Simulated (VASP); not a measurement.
Set up this calculation in VASP 6.6.1, as the native input.

- Task: relaxation of cell and atoms
- Functional: PBE
- Potentials or basis: VASP PAW PBE potentials, release 64 (In_d, P)
- Cutoff: 600 eV
- k mesh: 6 × 6 × 2
- Occupations: gaussian, width 0.1 eV
- Spin: no spin polarisation
- Dipole correction: no
- Further INCAR settings: ALGO = Normal; EDIFF = 1e-07; IBRION = 2; EDIFFG = -0.04; NSW = 90; ISIF = 3

The structure of InP lies in POSCAR:

```
InP
1.0
    3.9758996400      0.0000000000      0.0000000000
   -1.9879498200      3.4432300900      0.0000000000
    0.0000000000      0.0000000000      8.7073483400
In P
3 3
Direct
    0.0000000000      0.5000000000      0.1666666700
    0.5000000000      0.5000000000      0.8333333300
    0.5000000000      0.0000000000      0.5000000000
    0.5000000000      0.5000000000      0.3333333300
    0.5000000000      0.0000000000      0.0000000000
    0.0000000000      0.5000000000      0.6666666700
```

The cell was built from a structure type or drawn by symmetry, and may not be a known phase.

One way to write it, as run:

INCAR

```
SYSTEM = InP
  PREC = Accurate
  ENCUT = 600
  EDIFF = 1E-7
  ISMEAR = 0
  SIGMA = 0.1
  LREAL = .False.
  LASPH = .True.
  NELM = 80
  ALGO = Normal
  ISIF = 3
  LWAVE = .False.
  LCHARG = .False.
  GGA = PE
  IBRION = 2
  NSW = 90
  EDIFFG = -0.04
```

KPOINTS

```
regular mesh
0
Gamma
  6 6 2
  0 0 0
```

Potentials or basis: VASP PAW PBE potentials, release 64 (In_d, P).

Run with:

```bash
$ cat potpaw_PBE.64/In_d/POTCAR potpaw_PBE.64/P/POTCAR > POTCAR
$ mpirun -np 1 vasp_std > vasp.out
```

It gave:

```yaml
Relaxed_volume: 23.68 Å³/atom
Relaxed_cell: a = 4.187 Å, b = 4.187 Å, c = 9.360 Å, α = 90.00°, β = 90.00°, γ = 120.00°
Space_group_after_relaxing_to_0.1_Å: P6_222 (No. 180)
Energy_gained_by_relaxing: 176.8 meV/atom
Ionic_steps: 8
Pressure_after_relaxing: 0.1 GPa
Band_gap_on_the_k_mesh: 0.19 eV (least direct gap 0.24 eV)
```

Caveat: the volume moved by over 15 % at a fixed basis, so the end points are rough; spin-orbit coupling is left out, which moves the levels of the heavy elements.

Wall time 12 min on 1 thread of Intel Xeon 8259CL, on a shared host, peak memory 0.29 GiB.
